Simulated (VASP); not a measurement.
# SiC (Moissanite 3C) (F-43m) in VASP: further runs

Runs on SiC (Moissanite 3C). Level: r2SCAN+rVV10. Tasks: single point.

Everything below comes from runs of VASP 6.6.1. Logs are shortened: lines on timing, memory, paths and dates and some standing lists are left out, and cuts for length are marked.

**What was measured.**

From “Insight into the structural, elastic and electronic properties of a new orthorhombic 6O-SiC polytype”, 2020, pmc:7200658, for a bulk crystal of SiC: band gap 2.4 eV (indirect).

How close the calculation comes is told below.

## Step 1: The cell of the first run

The structure is cubic, space group F-43m (No. 216). Conventional cell: a = 4.329 Å, b = 4.329 Å, c = 4.329 Å, α = 90.00°, β = 90.00°, γ = 90.00°. Within 2.5 Å of Si (site symmetry -43m) lie 4 C at 1.87 Å. C (site symmetry -43m) has 4 Si at 1.87 Å within 2.5 Å.

## Step 2: Single point, r2SCAN+rVV10

Contents of POSCAR:

```
SiC
1.0
    0.0000000000      2.1643753983      2.1643753983
    2.1643753983      0.0000000000      2.1643753983
    2.1643753983      2.1643753983      0.0000000000
Si C
1 1
Direct
    0.0000000000      0.0000000000      0.0000000000
    0.7500000000      0.7500000000      0.7500000000
```

Contents of INCAR.step1:

```
SYSTEM = SiC
ALGO = Normal
EDIFF = 1E-5
ENCUT = 660
GGA = PE
GGA_COMPAT = .False.
ISMEAR = -1
LASPH = .True.
LCHARG = .False.
LREAL = .False.
LWAVE = .True.
NBANDS = 11
NELM = 120
PREC = Accurate
SIGMA = 0.05
```

Contents of INCAR.step2:

```
SYSTEM = SiC
ALGO = Normal
BPARAM = 11.95
CPARAM = 0.0093
EDIFF = 1E-6
ENCUT = 660
GGA_COMPAT = .False.
ISIF = 2
ISMEAR = -1
ISTART = 1
IVDW_NL = 2
LASPH = .True.
LCHARG = .False.
LMIXTAU = .True.
LREAL = .False.
LUSE_VDW = .True.
LWAVE = .False.
METAGGA = R2SCAN
NBANDS = 11
NELM = 120
PREC = Accurate
SIGMA = 0.05
```

Contents of KPOINTS:

```
k-points
0
Gamma
  10 10 10
  0 0 0
```

Potentials or basis: VASP PAW PBE potentials, release 64 (Si, C).

Run with:

```sh
cat potpaw_PBE.64/Si/POTCAR potpaw_PBE.64/C/POTCAR > POTCAR
cp INCAR.step1 INCAR
mpirun -np 1 vasp_std > vasp.out
cp INCAR.step2 INCAR
mpirun -np 1 vasp_std > vasp.out
```

OUTCAR:

```text
SYSTEM = SiC
   BPARAM = 11.95
   EDIFF = 1E-6
   ENCUT = 660
   ISIF = 2
   ISMEAR = -1
   ISTART = 1
   IVDW_NL = 2
   LASPH = .True.
   LREAL = .False.
   METAGGA = R2SCAN
   NELM = 120
   PREC = Accurate

 ion  position               nearest neighbor table
   1  0.000  0.000  0.000-   2 1.87   2 1.87   2 1.87   2 1.87
   2  0.750  0.750  0.750-   1 1.87   1 1.87   1 1.87   1 1.87

  LATTYP: Found a face centered cubic cell.
 ALAT       =     4.3287507966

  Lattice vectors:

 A1 = (   0.0000000000,   2.1643753983,   2.1643753983)
 A2 = (   2.1643753983,   0.0000000000,   2.1643753983)
 A3 = (   2.1643753983,   2.1643753983,   0.0000000000)

Analysis of symmetry for initial positions (statically):
=====================================================================
 Subroutine PRICEL returns:
 Original cell was already a primitive cell.

 Routine SETGRP: Setting up the symmetry group for a
 face centered cubic supercell.

 Subroutine GETGRP returns: Found 24 space group operations
 (whereof 24 operations were pure point group operations)
 out of a pool of 48 trial point group operations.

The static configuration has the point symmetry T_d .

Analysis of symmetry for dynamics (positions and initial velocities):
=====================================================================
 Subroutine PRICEL returns:
 Original cell was already a primitive cell.

 Routine SETGRP: Setting up the symmetry group for a
 face centered cubic supercell.

 Subroutine GETGRP returns: Found 24 space group operations
 (whereof 24 operations were pure point group operations)
 out of a pool of 48 trial point group operations.

The dynamic configuration has the point symmetry T_d .

 Subroutine INISYM returns: Found 24 space group operations
 (whereof 24 operations are pure point group operations),
 and found     1 'primitive' translations

----------------------------------------------------------------------------------------

                                     Primitive cell

  volume of cell :      20.2781

  direct lattice vectors                    reciprocal lattice vectors
     0.000000000  2.164375398  2.164375398    -0.231013530  0.231013530  0.231013530
     2.164375398  0.000000000  2.164375398     0.231013530 -0.231013530  0.231013530
     2.164375398  2.164375398  0.000000000     0.231013530  0.231013530 -0.231013530

  length of vectors
     3.060889042  3.060889042  3.060889042     0.400127170  0.400127170  0.400127170

  position of ions in fractional coordinates (direct lattice)
     0.000000000  0.000000000  0.000000000
     0.750000000  0.750000000  0.750000000

  ion indices of the primitive-cell ions
   primitive index   ion index
                 1           1
                 2           2

----------------------------------------------------------------------------------------

 KPOINTS: k-points

Automatic generation of k-mesh.
 Grid dimensions read from file:
 generate k-points for:   10   10   10

 Generating k-lattice:

  Cartesian coordinates                     Fractional coordinates (reciprocal lattice)
    -0.023101353  0.023101353  0.023101353     0.100000000  0.000000000  0.000000000
     0.023101353 -0.023101353  0.023101353     0.000000000  0.100000000  0.000000000
     0.023101353  0.023101353 -0.023101353     0.000000000  0.000000000  0.100000000

  Length of vectors
     0.040012717  0.040012717  0.040012717

  Shift w.r.t. Gamma in fractional coordinates (k-lattice)
     0.000000000  0.000000000  0.000000000

 Subroutine IBZKPT returns following result:
 ===========================================

 Found     47 irreducible k-points:

 Following reciprocal coordinates:
            Coordinates               Weight
  0.000000  0.000000  0.000000      1.000000
  0.100000  0.000000  0.000000      8.000000
  0.200000  0.000000  0.000000      8.000000
  0.300000  0.000000  0.000000      8.000000
  0.400000  0.000000  0.000000      8.000000
  0.500000  0.000000  0.000000      4.000000
[... 16 lines left out ...]
  0.300000  0.300000  0.000000      6.000000
  0.400000  0.300000  0.000000     24.000000
 [... further k-points ...]
   k-points           NKPTS =     47   k-points in BZ     NKDIM =     47   number of bands    NBANDS=     11
   number of dos      NEDOS =    301   number of ions     NIONS =      2
   total plane-waves  NPLWV =  21952
   dimension x,y,z NGX =    28 NGY =   28 NGZ =   28
   dimension x,y,z NGXF=    56 NGYF=   56 NGZF=   56
   ions per type =               1   1
   NGX,Y,Z   is equivalent  to a cutoff of  15.21, 15.21, 15.21 a.u.
   NGXF,Y,Z  is equivalent  to a cutoff of  30.42, 30.42, 30.42 a.u.
 SYSTEM =  SiC
   PREC   = accura    normal or accurate (medium, high low for compatibility)
   ISTART =      1    job   : 0-new  1-cont  2-samecut
   ICHARG =      0    charge: 1-file 2-atom 10-const
   ISPIN  =      1    spin polarized calculation?
   LNONCOLLINEAR =      F non collinear calculations
   LSORBIT =      F    spin-orbit coupling
   LASPH  =      T    aspherical Exc in radial PAW
   ENCUT  =  660.0 eV  48.51 Ry    6.96 a.u.   6.41  6.41  6.41*2*pi/ulx,y,z
   NELM   =    120;   NELMIN=  2; NELMDL=  0     # of ELM steps
   EDIFF  = 0.1E-05   stopping-criterion for ELM
   LREAL  =      F    real-space projection
   EDIFFG = 0.1E-04   stopping-criterion for IOM
   NSW    =      0    number of steps for IOM
   IBRION =     -1    ionic relax: 0-MD 1-quasi-New 2-CG
   NFREE  =      0    steps in history (QN), initial steepest desc. (CG)
   ISIF   =      2    stress and relaxation
   ISYM   =      2    0-nonsym 1-usesym 2-fastsym
   POTIM  = 0.5000    time-step for ionic-motion
   TEBEG  =    0.0;   TEEND  =   0.0 temperature during run
   PSTRESS=    0.0 pullay stress
   NELECT =       8.0000    total number of electrons
   NUPDOWN=      -1.0000    fix difference up-down
   EMIN   =  10.00;   EMAX   =-10.00  energy-range for DOS
   EFERMI =   0.00;   METHOD = LEGACY
   ISMEAR =    -1;   SIGMA  =   0.05  broadening in eV -4-tet -1-fermi 0-gaus
   EFERMI_NEDOS =   21; number of points for ismear=-14 and -15
   IALGO  =     38    algorithm
   IMIX   =      4    mixing-type and parameters
     AMIX     =   0.40;   BMIX     =  1.00
     AMIX_MAG =   1.60;   BMIX_MAG =  1.00
  volume/ion in A,a.u.               =      10.14        68.42
  Fermi-wavevector in a.u.,A,eV,Ry     =   1.200685  2.268965 19.614748  1.441643
  Thomas-Fermi vector in A             =   2.336514
   LORBIT       =      0    0 simple, 1 ext, 2 COOP (PROOUT), +10 PAW based schemes
   METAGGA = R2SCAN    functional components
   LHFCALC =     F    Hartree Fock is set to
   AEXX    =    0.0000 exact exchange contribution
   IVDW_NL    =     2    kernel type
   BPARAM     =11.9500
   IVDW    =     0    specifies the selected vdW correction
   LEPSILON=     F    determine dielectric tensor
   LRPA    =     F    only Hartree local field effects (RPA)
 non-spin polarized calculation
  energy-cutoff  :      660.00
  volume of cell :       20.28
 maximum number of plane-waves:       801
 NGX is ok and might be reduce to    28
   NGX = 13   NGY = 13   NGZ = 13

 number of electron       8.0000000 magnetization

 Free energy of the ion-electron system (eV)
  ---------------------------------------------------
  ext. energy  EPLUGINS =         0.00000000
  ---------------------------------------------------
  free energy    TOTEN  =       -19.22274856 eV

  energy without entropy =      -19.22274856  energy(sigma->0) =      -19.22274856

 E-fermi :   9.0656     XC(G=0): -12.0535

 val. band max:        8.2074269795   @ k =   0.0000   0.0000   0.0000
 cond. band min:       9.8865029875   @ k =   0.5000   0.5000   0.0000
 fundamental gap:      1.6790760080
 Fermi energy:         9.0655520248

 k-point     1 :       0.0000    0.0000    0.0000
  band No.  band energies     occupation
      1      -8.1444      2.00000
      2       8.2074      2.00000
      3       8.2074      2.00000
      4       8.2074      2.00000
      5      15.2721      0.00000
      6      16.1994      0.00000
      7      16.1994      0.00000
      8      16.1994      0.00000
      9      23.5348      0.00000
     10      23.5348      0.00000
     11      26.2486      0.00000

 k-point     2 :       0.1000    0.0000    0.0000
  band No.  band energies     occupation
      1      -7.9386      2.00000
      2       7.1534      2.00000
      3       8.0667      2.00000
      4       8.0667      2.00000
      5      15.4919      0.00000
      6      16.4615      0.00000
      7      16.4615      0.00000
      8      16.5739      0.00000
      9      22.5742      0.00000
     10      22.5742      0.00000
     11      25.7326      0.00000

 k-point     3 :       0.2000    0.0000    0.0000
  band No.  band energies     occupation
      1      -7.3309      2.00000
      2       4.9217      2.00000
      3       7.7434      2.00000
      4       7.7434      2.00000
      5      15.1594      0.00000
      6      16.8358      0.00000
      7      16.8358      0.00000
      8      17.9341      0.00000
      9      21.9033      0.00000
     10      21.9033      0.00000
     11      24.7771      0.00000

 k-point     4 :       0.3000    0.0000    0.0000
  band No.  band energies     occupation
      1      -6.3619      2.00000
      2       2.4841      2.00000
      3       7.4093      2.00000
      4       7.4093      2.00000
      5      14.7438      0.00000
      6      16.6483      0.00000
      7      16.6483      0.00000
      8      18.9747      0.00000
      9      22.8443      0.00000
     10      22.8443      0.00000
     11      24.5616      0.00000
[... 239 lines left out ...]
 k-point    22 :      -0.2000    0.2000    0.0000
  band No.  band energies     occupation
      1      -6.0366      2.00000
      2       3.1530      2.00000
      3       4.8377      2.00000
      4       7.5265      2.00000
      5      15.4525      0.00000
      6      17.0375      0.00000
      7      17.3268      0.00000
      8      18.2790      0.00000
      9      20.4700      0.00000
     10      24.8943      0.00000
     11      28.6676      0.00000

 k-point    23 :       0.3000    0.3000    0.0000
  band No.  band energies     occupation
      1      -5.7564      2.00000
      2       3.6293      2.00000
      3       5.7040      2.00000
      4       5.7040      2.00000
      5      11.8368      0.00000
      6      14.4126      0.00000
      7      20.7970      0.00000
      8      20.7970      0.00000
      9      21.8043      0.00000
     10      26.3290      0.00000
     11      31.3491      0.00000

 k-point    24 :       0.4000    0.3000    0.0000
  band No.  band energies     occupation
      1      -4.8510      2.00000
      2       2.3430      2.00000
      3       4.8887      2.00000
      4       5.4253      2.00000
      5      11.4974      0.00000
      6      14.4358      0.00000
      7      20.9253      0.00000
      8      21.2031      0.00000
      9      23.2868      0.00000
     10      27.4843      0.00000
     11      31.0062      0.00000

 [... further k-points ...]
[... 5 lines left out ...]
  --------------------------------------------------------------------------------------
  -------------------------------------------------------------------------------------
  Total        0.4410639      0.4410639      0.4410639     -0.0000000      0.0000000     -0.0000000
  in kB       34.8485168     34.8485168     34.8485168     -0.0000000      0.0000000     -0.0000000
  external PRESSURE =      34.8485168 kB  Pullay stress =       0.0000000 kB

 VOLUME and BASIS-vectors are now :
 -----------------------------------------------------------------------------
  energy-cutoff  :      660.00
  volume of cell :       20.28
      direct lattice vectors                 reciprocal lattice vectors
     0.000000000  2.164375398  2.164375398    -0.231013530  0.231013530  0.231013530
     2.164375398  0.000000000  2.164375398     0.231013530 -0.231013530  0.231013530
     2.164375398  2.164375398  0.000000000     0.231013530  0.231013530 -0.231013530

 POSITION                                       TOTAL-FORCE (eV/Angst)
 -----------------------------------------------------------------------------------
      0.00000      0.00000      0.00000         0.000000      0.000000      0.000000
      3.24656      3.24656      3.24656        -0.000000     -0.000000     -0.000000
 -----------------------------------------------------------------------------------
    total drift:                                0.000000      0.000000      0.000000

  FREE ENERGIE OF THE ION-ELECTRON SYSTEM (eV)
  ---------------------------------------------------
  free  energy   TOTEN  =       -19.2227485579 eV

  energy  without entropy=      -19.2227485571  energy(sigma->0) =      -19.22274856
```

Wall time 67 s (1 thread of Intel Xeon 6975P-C, shared host); peak memory 0.26 GiB.

Results:

```
Free energy            : -19.2227 eV
Pressure               : 3.5 GPa
Band gap on the k mesh : 1.68 eV, indirect (least direct gap 5.06 eV)
```

Caveat: the PAW data sets were made with another functional, which shifts forces and pressure a little.

## Step 3: Single point, r2SCAN+rVV10

This run uses another cell than the first one, of 10.35 Å³/atom, 1.020 times its volume.

Contents of POSCAR:

```
SiC
1.0
    0.0000000000      2.1790000000      2.1790000000
    2.1790000000      0.0000000000      2.1790000000
    2.1790000000      2.1790000000      0.0000000000
Si C
1 1
Direct
    0.0000000000      0.0000000000      0.0000000000
    0.7500000000      0.7500000000      0.7500000000
```

Contents of INCAR.step1:

```
SYSTEM = SiC
ALGO = Normal ; EDIFF = 1E-5
ENCUT = 660 ; GGA = PE
GGA_COMPAT = .FALSE. ; ISMEAR = -1
LASPH = .TRUE. ; LCHARG = .FALSE.
LREAL = .FALSE. ; LWAVE = .TRUE.
NBANDS = 11 ; NELM = 120
PREC = Accurate ; SIGMA = 0.05
```

Contents of INCAR.step2:

```
SYSTEM = SiC
ALGO = Normal ; BPARAM = 11.95
CPARAM = 0.0093 ; EDIFF = 1E-6
ENCUT = 660 ; GGA_COMPAT = .FALSE.
ISIF = 2 ; ISMEAR = -1
ISTART = 1 ; IVDW_NL = 2
LASPH = .TRUE. ; LCHARG = .FALSE.
LMIXTAU = .TRUE. ; LREAL = .FALSE.
LUSE_VDW = .TRUE. ; LWAVE = .FALSE.
METAGGA = R2SCAN ; NBANDS = 11
NELM = 120 ; PREC = Accurate
SIGMA = 0.05
```

Contents of KPOINTS:

```
k-points
0
G
  10 10 10
  0 0 0
```

Potentials or basis: VASP PAW PBE potentials, release 64 (Si, C).

Run with:

```sh
cat potpaw_PBE.64/Si/POTCAR potpaw_PBE.64/C/POTCAR > POTCAR
cp INCAR.step1 INCAR
mpirun -np 1 vasp_std > vasp.out
cp INCAR.step2 INCAR
mpirun -np 1 vasp_std > vasp.out
```

It took 63 s on 1 thread of Intel Xeon 6975P-C, shared host; peak memory 0.26 GiB.

Results (log left out):

- Free energy: -19.2261 eV
- Pressure: -1.2 GPa
- Band gap on the k mesh: 1.69 eV, indirect (least direct gap 5.03 eV)

Levels at points of the mesh, in eV from the valence-band top:
```
           k point  band 1  band 2  band 3  band 4  band 5  band 6  band 7  band 8  band 9
(0.00, 0.00, 0.00)  -16.19    0.00    0.00    0.00    6.81    7.84    7.84    7.84   15.20
(0.50, 0.00, 0.00)  -12.56   -8.83   -1.11   -1.11    5.97    7.73    7.73   10.92   17.36
(0.50, 0.50, 0.00)  -11.09   -8.06   -3.34   -3.34    1.69    4.79   15.12   15.12   15.97
```

Caveat: the PAW data sets were made with another functional, which shifts forces and pressure a little.

## Step 4: How close it comes

Step 3. Measured gap of SiC: 2.4 eV (indirect; quoted in “Insight into the structural, elastic and electronic properties of a new orthorhombic 6O-SiC polytype”, 2020, pmc:7200658). This calculation gives 1.69 eV (-0.71 eV). The value is that of r2SCAN+rVV10 on a finite k mesh, which can miss the band edges, without temperature or zero-point motion.
